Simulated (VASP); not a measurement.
Set up this calculation in VASP 6.6.1, as the native input.

| Quantity | Value |
| --- | --- |
| Task | single point |
| Functional | LDA |
| Potentials or basis | VASP PAW LDA potentials, release 64 (Sn_d, O) |
| Cutoff | 520 eV |
| k mesh | 12 × 12 × 10 |
| Occupations | gaussian, width 0.15 eV |
| Spin | no spin polarisation |
| Dipole correction | no |
| Further INCAR settings | ALGO = Normal; EDIFF = 1e-06; NBANDS = 28 |

The structure of SnO lies in POSCAR:

```
SnO
1.0
    3.6097110640      0.0000000000      0.0000000000
    0.0000000000      3.6097110640      0.0000000000
    0.0000000000      0.0000000000      4.4610850113
Sn O
2 2
Direct
    0.0000000000      0.5000000000      0.2457459271
    0.5000000000      0.0000000000      0.7542540729
    0.0000000000      0.0000000000      0.0000000000
    0.5000000000      0.5000000000      0.0000000000
```

These files were run (other wordings do the same):

INCAR

```
SYSTEM = SnO
PREC = Accurate ; ENCUT = 520
EDIFF = 1E-6 ; ISMEAR = 0
SIGMA = 0.15 ; LREAL = .FALSE.
LASPH = .TRUE. ; NELM = 60
ALGO = Normal ; ISIF = 2
LWAVE = .FALSE. ; LCHARG = .FALSE.
GGA = CA ; NBANDS = 28
```

KPOINTS

```
Automatic mesh
0
G
  12 12 10
  0 0 0
```

Potentials or basis: VASP PAW LDA potentials, release 64 (Sn_d, O).

Run with:

```bash
$ cat potpaw_LDA.64/Sn_d/POTCAR potpaw_LDA.64/O/POTCAR > POTCAR
$ mpirun -np 1 vasp_std > vasp.out
```

It gave:

```yaml
Pressure: 18.6 GPa
Largest_force: 2.377 eV/Å
Band_gap_on_the_k_mesh: zero (bands 20 and 21 overlap by 0.73 eV)
```

Caveat: the cell stands under pressure; semilocal functionals underestimate gaps, so a narrow gap can read as zero; spin-orbit coupling is left out, which moves the levels of the heavy elements; forces of over 1 eV/Å act on the atoms, so gaps and moduli don't describe the material at rest.

Wall time 2.2 min on 1 thread of Intel(R) Xeon(R) Platinum 8488C (Sapphire Rapids) (shared host), peak memory 0.32 GiB.
